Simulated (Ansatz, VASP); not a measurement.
## Two plane-wave programs on Cu

```
Cu
1.0
     2.56744    0.00000    0.00000
    -1.28372    2.22347    0.00000
     0.00000    0.00000    4.16669
Cu
2
Cartesian
  1.2837 0.7412 3.1250
  0.0000 1.4823 1.0417
```

Alike in both runs: task single point; functional r2SCAN; k mesh 12 × 12 × 7; occupations fermi-dirac, width 0.05 eV; no spin polarisation.

|  | VASP | Ansatz |
| --- | --- | --- |
| version | VASP 6.6.1 | Ansatz 0.2.0 |
| potentials or method | VASP PAW PBE potentials, release 64 (Cu) | Ansatz PAW |
| plane-wave cutoff (eV) | 520 | 500 |
| valence electrons in the cell | 22 | 38 |

VASP gave:

| Property | Result |
| --- | --- |
| gap on the k mesh at the Fermi level (eV) | none |
| pressure (GPa) | -4.7 |

Question: What did Ansatz give for the same quantities?

Answer: gap on the k mesh at the Fermi level (eV): none; pressure (GPa): -5.4.

VASP's potentials were made for PBE, not for r2SCAN. A gap of «none» marks a metal or a gap that the smearing closes. VASP's potentials hold 22 valence electrons a cell and Ansatz's 38, so a difference there can come from the potentials and not from the codes.
